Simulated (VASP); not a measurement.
Input of a VASP 6.6.1 run:

INCAR

```
SYSTEM = Ru2Rh
  PREC = Accurate
  ENCUT = 520
  EDIFF = 1E-6
  ISMEAR = -1
  SIGMA = 0.08
  LREAL = .FALSE.
  LASPH = .TRUE.
  NELM = 80
  ALGO = Normal
  ISIF = 2
  LWAVE = .FALSE.
  LCHARG = .TRUE.
  LDIPOL = .TRUE.
  IDIPOL = 3
  DIPOL = 0.5 0.5 0.500
  GGA = PE
  LELF = .TRUE.
  LVHAR = .TRUE.
  LVACPOTAV = .TRUE.
  NBANDS = 28
```

The input KPOINTS:

```
regular mesh
0
G
  14 14 1
  0 0 0
```

The input POSCAR:

```
Ru2Rh
1.0
    2.7207384563      0.0000000000      0.0000000000
   -1.3603692282      2.3562286202      0.0000000000
    0.0000000000      0.0000000000     20.2961000000
Rh Ru
1 2
Direct
    0.0000000000      0.0000000000      0.3980803413
    0.3333333333      0.6666666667      0.4999999983
    0.0000000000      0.0000000000      0.6019196604
```

Potentials or basis: VASP PAW PBE potentials, release 64 (Rh_pv, Ru_pv).

Command:

```sh
$ cat potpaw_PBE.64/Rh_pv/POTCAR potpaw_PBE.64/Ru_pv/POTCAR > POTCAR
$ mpirun -np 1 vasp_std > vasp.out
```

Problem. Predict the largest force.

Solution. 0.837 eV/Å.

Problem. Estimate the band gap on the k mesh.

Solution. Zero (an odd number of electrons rules out a gap without spin polarisation).

Forces in eV/Å, atoms in the order of the input:
```
Rh   0.000  0.000 -0.612
Ru   0.000  0.000  0.837
Ru   0.000  0.000 -0.224
```
